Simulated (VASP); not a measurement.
# SiO2 in VASP: a series of runs

SiO2 is run at these levels: PBE, r2SCAN; tasks: single point.

All numbers are computed with VASP 6.6.1; they aren't measurements. Logs are shortened: lines on timing, memory, paths and dates and some standing lists are left out, and cuts for length are marked.

## Step 1: The cell of the first run

Symmetry: Fm-3m, No. 225, cubic system. Conventional cell: a = 4.528 Å, b = 4.528 Å, c = 4.528 Å, α = 90.00°, β = 90.00°, γ = 90.00°. Si (site symmetry m-3m) has 8 O at 1.96 Å within 2.6 Å. O (site symmetry -43m) has 4 Si at 1.96 Å and 6 O at 2.26 Å within 2.6 Å.

## Step 2: Single point, PBE

Contents of INCAR:

```
SYSTEM = SiO2
ALGO = Normal
EDIFF = 1E-7
ENCUT = 520
GGA = PE
ISIF = 2
ISMEAR = -1
LASPH = .TRUE.
LCHARG = .TRUE.
LELF = .TRUE.
LREAL = .FALSE.
LVHAR = .TRUE.
LWAVE = .FALSE.
NBANDS = 15
NELM = 100
PREC = Accurate
SIGMA = 0.02
```

Contents of KPOINTS:

```
k-points
0
G
  10 10 10
  0 0 0
```

Contents of POSCAR:

```
SiO2
1.0
    0.0000000000      2.2641691173      2.2641691173
    2.2641691173      0.0000000000      2.2641691173
    2.2641691173      2.2641691173      0.0000000000
Si O
1 2
Direct
    0.0000000000      0.0000000000      0.0000000000
    0.2500000000      0.2500000000      0.2500000000
    0.7500000000      0.7500000000      0.7500000000
```

Potentials or basis: VASP PAW PBE potentials, release 64 (Si, O).

Launch:

```
$ cat potpaw_PBE.64/Si/POTCAR potpaw_PBE.64/O/POTCAR > POTCAR
$ mpirun -np 1 vasp_std > vasp.out
```

OUTCAR:

```text
SYSTEM = SiO2
   EDIFF = 1E-7
   ENCUT = 520
   GGA = PE
   ISIF = 2
   ISMEAR = -1
   LASPH = .TRUE.
   LREAL = .FALSE.
   NELM = 100
   PREC = Accurate

 ion  position               nearest neighbor table
   1  0.000  0.000  0.000-   3 1.96   3 1.96   3 1.96   2 1.96   3 1.96   2 1.96   2 1.96   2 1.96

   2  0.250  0.250  0.250-   1 1.96   1 1.96   1 1.96   1 1.96
   3  0.750  0.750  0.750-   1 1.96   1 1.96   1 1.96   1 1.96

  LATTYP: Found a face centered cubic cell.
 ALAT       =     4.5283382346

  Lattice vectors:

 A1 = (   0.0000000000,   2.2641691173,   2.2641691173)
 A2 = (   2.2641691173,   0.0000000000,   2.2641691173)
 A3 = (   2.2641691173,   2.2641691173,   0.0000000000)

Analysis of symmetry for initial positions (statically):
=====================================================================
 Subroutine PRICEL returns:
 Original cell was already a primitive cell.

 Routine SETGRP: Setting up the symmetry group for a
 face centered cubic supercell.

 Subroutine GETGRP returns: Found 48 space group operations
 (whereof 48 operations were pure point group operations)
 out of a pool of 48 trial point group operations.

The static configuration has the point symmetry O_h .

Analysis of symmetry for dynamics (positions and initial velocities):
=====================================================================
 Subroutine PRICEL returns:
 Original cell was already a primitive cell.

 Routine SETGRP: Setting up the symmetry group for a
 face centered cubic supercell.

 Subroutine GETGRP returns: Found 48 space group operations
 (whereof 48 operations were pure point group operations)
 out of a pool of 48 trial point group operations.

The dynamic configuration has the point symmetry O_h .

 Subroutine INISYM returns: Found 48 space group operations
 (whereof 48 operations are pure point group operations),
 and found     1 'primitive' translations

----------------------------------------------------------------------------------------

                                     Primitive cell

  volume of cell :      23.2144

  direct lattice vectors                    reciprocal lattice vectors
     0.000000000  2.264169117  2.264169117    -0.220831561  0.220831561  0.220831561
     2.264169117  0.000000000  2.264169117     0.220831561 -0.220831561  0.220831561
     2.264169117  2.264169117  0.000000000     0.220831561  0.220831561 -0.220831561

  length of vectors
     3.202018673  3.202018673  3.202018673     0.382491483  0.382491483  0.382491483

  position of ions in fractional coordinates (direct lattice)
     0.000000000  0.000000000  0.000000000
     0.250000000  0.250000000  0.250000000
     0.750000000  0.750000000  0.750000000

  ion indices of the primitive-cell ions
   primitive index   ion index
                 1           1
                 2           2
                 3           3

----------------------------------------------------------------------------------------

 KPOINTS: k-points

Automatic generation of k-mesh.
 Grid dimensions read from file:
 generate k-points for:   10   10   10

 Generating k-lattice:

  Cartesian coordinates                     Fractional coordinates (reciprocal lattice)
    -0.022083156  0.022083156  0.022083156     0.100000000  0.000000000  0.000000000
     0.022083156 -0.022083156  0.022083156     0.000000000  0.100000000  0.000000000
     0.022083156  0.022083156 -0.022083156     0.000000000  0.000000000  0.100000000

  Length of vectors
     0.038249148  0.038249148  0.038249148

  Shift w.r.t. Gamma in fractional coordinates (k-lattice)
     0.000000000  0.000000000  0.000000000

 Subroutine IBZKPT returns following result:
 ===========================================

 Found     47 irreducible k-points:

 Following reciprocal coordinates:
            Coordinates               Weight
  0.000000  0.000000  0.000000      1.000000
  0.100000  0.000000  0.000000      8.000000
  0.200000  0.000000  0.000000      8.000000
  0.300000  0.000000  0.000000      8.000000
  0.400000  0.000000  0.000000      8.000000
  0.500000  0.000000  0.000000      4.000000
[... 16 lines left out ...]
  0.300000  0.300000  0.000000      6.000000
  0.400000  0.300000  0.000000     24.000000
 [... further k-points ...]
   k-points           NKPTS =     47   k-points in BZ     NKDIM =     47   number of bands    NBANDS=     15
   number of dos      NEDOS =    301   number of ions     NIONS =      3
   total plane-waves  NPLWV =  13824
   dimension x,y,z NGX =    24 NGY =   24 NGZ =   24
   dimension x,y,z NGXF=    48 NGYF=   48 NGZF=   48
   ions per type =               1   2
   NGX,Y,Z   is equivalent  to a cutoff of  12.46, 12.46, 12.46 a.u.
   NGXF,Y,Z  is equivalent  to a cutoff of  24.92, 24.92, 24.92 a.u.
 SYSTEM =  SiO2
   PREC   = accura    normal or accurate (medium, high low for compatibility)
   ISTART =      0    job   : 0-new  1-cont  2-samecut
   ICHARG =      2    charge: 1-file 2-atom 10-const
   ISPIN  =      1    spin polarized calculation?
   LNONCOLLINEAR =      F non collinear calculations
   LSORBIT =      F    spin-orbit coupling
   LASPH  =      T    aspherical Exc in radial PAW
   ENCUT  =  520.0 eV  38.22 Ry    6.18 a.u.   5.95  5.95  5.95*2*pi/ulx,y,z
   NELM   =    100;   NELMIN=  2; NELMDL= -5     # of ELM steps
   EDIFF  = 0.1E-06   stopping-criterion for ELM
   LREAL  =      F    real-space projection
   EDIFFG = 0.1E-05   stopping-criterion for IOM
   NSW    =      0    number of steps for IOM
   IBRION =     -1    ionic relax: 0-MD 1-quasi-New 2-CG
   NFREE  =      0    steps in history (QN), initial steepest desc. (CG)
   ISIF   =      2    stress and relaxation
   ISYM   =      2    0-nonsym 1-usesym 2-fastsym
   POTIM  = 0.5000    time-step for ionic-motion
   TEBEG  =    0.0;   TEEND  =   0.0 temperature during run
   PSTRESS=    0.0 pullay stress
   NELECT =      16.0000    total number of electrons
   NUPDOWN=      -1.0000    fix difference up-down
   EMIN   =  10.00;   EMAX   =-10.00  energy-range for DOS
   EFERMI =   0.00;   METHOD = LEGACY
   ISMEAR =    -1;   SIGMA  =   0.02  broadening in eV -4-tet -1-fermi 0-gaus
   EFERMI_NEDOS =   21; number of points for ismear=-14 and -15
   IALGO  =     38    algorithm
   IMIX   =      4    mixing-type and parameters
     AMIX     =   0.40;   BMIX     =  1.00
     AMIX_MAG =   1.60;   BMIX_MAG =  1.00
  volume/ion in A,a.u.               =       7.74        52.22
  Fermi-wavevector in a.u.,A,eV,Ry     =   1.446092  2.732718 28.452265  2.091182
  Thomas-Fermi vector in A             =   2.564200
   LORBIT       =      0    0 simple, 1 ext, 2 COOP (PROOUT), +10 PAW based schemes
   GGA     = PE    functional components
   LHFCALC =     F    Hartree Fock is set to
   AEXX    =    0.0000 exact exchange contribution
   IVDW    =     0    specifies the selected vdW correction
   LEPSILON=     F    determine dielectric tensor
   LRPA    =     F    only Hartree local field effects (RPA)
 non-spin polarized calculation
  energy-cutoff  :      520.00
  volume of cell :       23.21
 maximum number of plane-waves:       636
   NGX = 11   NGY = 11   NGZ = 11

 number of electron      16.0000014 magnetization

 Free energy of the ion-electron system (eV)
  ---------------------------------------------------
  ext. energy  EPLUGINS =         0.00000000
  ---------------------------------------------------
  free energy    TOTEN  =       -19.90130992 eV

  energy without entropy =      -19.90130992  energy(sigma->0) =      -19.90130992

 E-fermi :  10.0207     XC(G=0): -12.4161

 val. band max:        9.6606935154   @ k =   0.5000   0.5000   0.0000
 cond. band min:      11.7168302772   @ k =   0.5000   0.5000   0.0000
 fundamental gap:      2.0561367618
 Fermi energy:        10.0207355049

 k-point     1 :       0.0000    0.0000    0.0000
  band No.  band energies     occupation
      1     -13.3289      2.00000
      2      -6.4175      2.00000
      3       3.8257      2.00000
      4       3.8257      2.00000
      5       3.8257      2.00000
      6       7.3852      2.00000
      7       7.3852      2.00000
      8       7.3852      2.00000
      9      11.8852      0.00000
     10      15.6032      0.00000
     11      15.6032      0.00000
     12      15.6032      0.00000
     13      22.0874      0.00000
     14      22.0874      0.00000
     15      24.4871      0.00000

 k-point     2 :       0.1000    0.0000    0.0000
  band No.  band energies     occupation
      1     -13.1847      2.00000
      2      -6.6076      2.00000
      3       3.7137      2.00000
      4       3.8335      2.00000
      5       3.8335      2.00000
      6       6.8564      2.00000
      7       7.1996      2.00000
      8       7.1996      2.00000
      9      12.5759      0.00000
     10      15.6964      0.00000
     11      15.8680      0.00000
     12      15.8680      0.00000
     13      22.3701      0.00000
     14      22.3701      0.00000
     15      25.0390      0.00000

 k-point     3 :       0.2000    0.0000    0.0000
  band No.  band energies     occupation
      1     -12.7592      2.00000
      2      -7.1564      2.00000
      3       3.3973      2.00000
      4       3.8765      2.00000
      5       3.8765      2.00000
      6       5.9225      2.00000
      7       6.7103      2.00000
      8       6.7103      2.00000
      9      13.8407      0.00000
     10      16.2395      0.00000
     11      16.6393      0.00000
     12      16.6393      0.00000
     13      23.0367      0.00000
     14      23.0367      0.00000
     15      26.1694      0.00000

 k-point     4 :       0.3000    0.0000    0.0000
  band No.  band energies     occupation
      1     -12.0764      2.00000
      2      -7.9982      2.00000
      3       2.9797      2.00000
      4       3.9962      2.00000
      5       3.9962      2.00000
      6       5.1631      2.00000
      7       6.0743      2.00000
      8       6.0743      2.00000
      9      14.8169      0.00000
     10      17.5010      0.00000
     11      17.8099      0.00000
     12      17.8099      0.00000
     13      23.6271      0.00000
     14      23.6271      0.00000
     15      26.6382      0.00000
[... 307 lines left out ...]
 k-point    22 :      -0.2000    0.2000    0.0000
  band No.  band energies     occupation
      1     -11.8718      2.00000
      2      -8.0629      2.00000
      3       1.4353      2.00000
      4       3.9804      2.00000
      5       4.5869      2.00000
      6       4.7633      2.00000
      7       5.2100      2.00000
      8       8.2852      2.00000
      9      14.6039      0.00000
     10      17.3542      0.00000
     11      17.3794      0.00000
     12      19.3232      0.00000
     13      22.3908      0.00000
     14      24.1726      0.00000
     15      28.1405      0.00000

 k-point    23 :       0.3000    0.3000    0.0000
  band No.  band energies     occupation
      1     -11.7739      2.00000
      2      -7.7784      2.00000
      3       0.9449      2.00000
      4       2.1198      2.00000
      5       2.1198      2.00000
      6       7.4815      2.00000
      7       8.2455      2.00000
      8       8.2455      2.00000
      9      12.5307      0.00000
     10      16.0302      0.00000
     11      19.8860      0.00000
     12      19.8860      0.00000
     13      22.6411      0.00000
     14      24.5379      0.00000
     15      30.1611      0.00000

 k-point    24 :       0.4000    0.3000    0.0000
  band No.  band energies     occupation
      1     -11.2460      2.00000
      2      -8.1606      2.00000
      3      -0.0864      2.00000
      4       1.9026      2.00000
      5       1.9432      2.00000
      6       8.0487      2.00000
      7       8.2352      2.00000
      8       8.3069      2.00000
      9      12.5611      0.00000
     10      16.9409      0.00000
     11      20.7786      0.00000
     12      20.8551      0.00000
     13      22.0656      0.00000
     14      25.2398      0.00000
     15      29.2172      0.00000

 [... further k-points ...]
[... 5 lines left out ...]
  --------------------------------------------------------------------------------------
  -------------------------------------------------------------------------------------
  Total        1.4972141      1.4972141      1.4972141     -0.0000000      0.0000000      0.0000000
  in kB      103.3327304    103.3327304    103.3327304     -0.0000000      0.0000000      0.0000000
  external PRESSURE =     103.3327304 kB  Pullay stress =       0.0000000 kB

 VOLUME and BASIS-vectors are now :
 -----------------------------------------------------------------------------
  energy-cutoff  :      520.00
  volume of cell :       23.21
      direct lattice vectors                 reciprocal lattice vectors
     0.000000000  2.264169117  2.264169117    -0.220831561  0.220831561  0.220831561
     2.264169117  0.000000000  2.264169117     0.220831561 -0.220831561  0.220831561
     2.264169117  2.264169117  0.000000000     0.220831561  0.220831561 -0.220831561

 POSITION                                       TOTAL-FORCE (eV/Angst)
 -----------------------------------------------------------------------------------
      0.00000      0.00000      0.00000        -0.000000      0.000000     -0.000000
      1.13208      1.13208      1.13208         0.000000      0.000000      0.000000
      3.39625      3.39625      3.39625        -0.000000     -0.000000     -0.000000
 -----------------------------------------------------------------------------------
    total drift:                                0.000000      0.000000      0.000000

  FREE ENERGIE OF THE ION-ELECTRON SYSTEM (eV)
  ---------------------------------------------------
  free  energy   TOTEN  =       -19.9013099231 eV

  energy  without entropy=      -19.9013099230  energy(sigma->0) =      -19.90130992
```

It took 24 s on 1 thread of Intel Xeon 8259CL, shared host; peak memory 0.14 GiB.

What came out:

```
Free energy            : -19.9013 eV
Pressure               : 10.3 GPa
Band gap on the k mesh : 2.06 eV
```

Caveat: the cell stands under pressure. A k mesh can miss the band edges.

[end of part 1 of 3]
